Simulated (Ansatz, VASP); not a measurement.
# One calculation of La, two programs

```
La
1.0
     0.00000    4.96825    4.96825
     4.96825    0.00000    4.96825
     4.96825    4.96825    0.00000
La
4
Direct
  0.62500 0.62500 0.62500
  0.62500 0.62500 0.12500
  0.62500 0.12500 0.62500
  0.12500 0.62500 0.62500
```

Alike in both runs: task single point; functional PBE; k mesh 4 × 4 × 4; occupations gaussian, width 0.1 eV; no spin polarisation.

```csv
,VASP,Ansatz
version,VASP 6.6.1,Ansatz 0.2.0
potentials or method,"VASP PAW PBE potentials, release 64 (La), cutoff 520 eV","scalar-relativistic, plane waves, PAW"
valence electrons in the cell,44,44
```

|  | VASP | Ansatz | Ansatz less VASP |
| --- | --- | --- | --- |
| gap on the k mesh at the Fermi level (eV) | none | none | - |
| pressure (GPa) | -0.9 | -0.9 | -0.01 |

A gap of «none» marks a metal or a gap that the smearing closes. With one functional, cell and mesh, what is left measures potentials, basis and numerics.

Spin-orbit coupling is off throughout.
